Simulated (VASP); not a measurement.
Runs of VASP 6.6.1 on GaAs. The structure is that of space group F-43m (No. 216), or close to it. The cells are those of the table. 

| level | spin | cell | k mesh | grid for exact exchange (PRECFOCK) | share of exact exchange | screening parameter | gap on the mesh (eV) | pressure (GPa) | moment (μB) |
| --- | --- | --- | --- | --- | --- | --- | --- | --- | --- |
| PBEsol-based screened hybrid with 25 % exact exchange | off | a = 3.944 Å, angles 60.0°, 2 atoms | 4 × 4 × 4 | Normal | 0.25 | 0.207 1/Å | 1.73 | (d) | - |
| r2SCAN | non-collinear, zero start, SOC | a = 3.944 Å, angles 60.0°, 2 atoms | 8 × 8 × 8 | - | - | - | - | 4.0 | 0.00 |
| r2SCAN | non-collinear, zero start, SOC | a = 3.916 Å, angles 60.0°, 2 atoms | 8 × 8 × 8 | - | - | - | - | 6.0 | 0.00 |
| PBEsol-based screened hybrid with 25 % exact exchange | off | a = 3.971 Å, angles 60.0°, 2 atoms | 4 × 4 × 4 | Normal | 0.25 | 0.207 1/Å | 1.55 | 0.7 | - |
| RPBE+D3(BJ) | off | a = 4.076 Å, angles 60.0°, 2 atoms | 8 × 8 × 8 | - | - | - | 0.21 | -8.3 | - |
| PBEsol-based screened hybrid with 25 % exact exchange | off | a = 3.916 Å, angles 60.0°, 2 atoms | 4 × 4 × 4 | Normal | 0.25 | 0.207 1/Å | 1.88 | (c) | - |
| revPBE+D4 | off | a = 4.024 Å, angles 60.0°, 2 atoms | 8 × 8 × 8 | - | - | - | (a) | (b) | - |

Alike in all rows: potentials or basis VASP PAW PBE potentials, release 64 (As, Ga_d).

**Question.** Estimate the missing entries.

**Answer.** (a) 0.46; (b) -1.8; (c) 4.4; (d) 2.5.

Caveats: some runs use coarse meshes; the PAW data sets were made with another functional, which shifts forces and pressure a little; the cell stands under pressure (at least some runs); semilocal functionals underestimate gaps, and a narrow one can read as zero (at least some runs); the cell stands under tension (at least some runs); the dispersion term is far too large for a dense solid, which distorts pressure and volume (at least some runs).

A k mesh can miss the band edges, and rows without SOC leave out spin-orbit coupling on As, Ga.
